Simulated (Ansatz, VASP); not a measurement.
## Two plane-wave programs on Ni2H

```xyz
3
Lattice="2.6430 0.0000 0.0000 -1.3215 2.2889 0.0000 0.0000 0.0000 4.3080" Properties=species:S:1:pos:R:3 pbc="T T T"
Ni    0.0000    1.5259    1.1244
Ni    1.3215    0.7630    3.4292
H     0.0000    0.0000    0.1206
```

Alike in both runs: task single point; functional r2SCAN; k mesh 11 × 11 × 6; occupations fermi-dirac, width 0.1 eV; no spin polarisation.

```csv
,VASP,Ansatz
version,VASP 6.6.1,Ansatz 0.2.0
potentials or method,"VASP PAW PBE potentials, release 64 (Ni, H), cutoff 520 eV","PAW, plane waves, scalar-relativistic"
valence electrons in the cell,21,37
```

```tsv
	VASP	Ansatz	Ansatz less VASP
pressure (GPa)	-15.4	-15.9	-0.47
traceless stress, the component that is largest in VASP (GPa)	1.10	1.14	+0.035
rms of the force components (eV/Å)	0.526	0.519	-0.0064
```

VASP's potentials were made for PBE, not for r2SCAN. Atom by atom the forces differ by 0.006 eV/Å (rms over components). With one functional, cell and mesh, what is left measures potentials, basis and numerics. VASP's potentials hold 21 valence electrons a cell and Ansatz's 37, so a difference there can come from the potentials and not from the codes.
